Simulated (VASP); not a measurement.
A run of VASP 6.6.1 is set up as follows.

File INCAR:

```
SYSTEM = Mo
PREC     = Accurate       ! precision mode
ENCUT    = 520            ! plane-wave cutoff, eV
EDIFF    = 1E-7           ! SCF threshold, eV
ISMEAR   = 0              ! smearing method
SIGMA    = 0.15           ! smearing width, eV
LREAL    = .FALSE.        ! projectors in reciprocal space
LASPH    = .TRUE.         ! aspherical terms in the spheres
NELM     = 60             ! most SCF steps
ALGO     = Fast           ! electronic algorithm
ISIF     = 2              ! what is computed and relaxed
LWAVE    = .FALSE.        ! write WAVECAR
LCHARG   = .FALSE.        ! write CHGCAR
GGA      = PE             ! functional
NBANDS   = 13             ! bands
```

File KPOINTS:

```
Automatic mesh
0
G
  30 30 30
  0 0 0
```

Contents of POSCAR:

```
Mo
1.0
   -1.7738256383      1.7738256383      1.2540947262
    1.7738256383     -1.7738256383      1.2540947262
    1.7738256383      1.7738256383     -1.2540947262
Mo
1
Direct
    0.0000000000      0.0000000000      0.0000000000
```

Potentials or basis: VASP PAW PBE potentials, release 64 (Mo_sv).

Command:

```bash
$ cat potpaw_PBE.64/Mo_sv/POTCAR > POTCAR
$ mpirun -np 1 vasp_std > vasp.out
```

(1) Predict the band gap on the k mesh.

(2) What does it give for the pressure?

Results:

(1) zero (bands 7 and 8 overlap by 5.96 eV).

(2) 13.7 GPa.

Caveat: the stress differs along the axes, from 1 to 38 GPa.
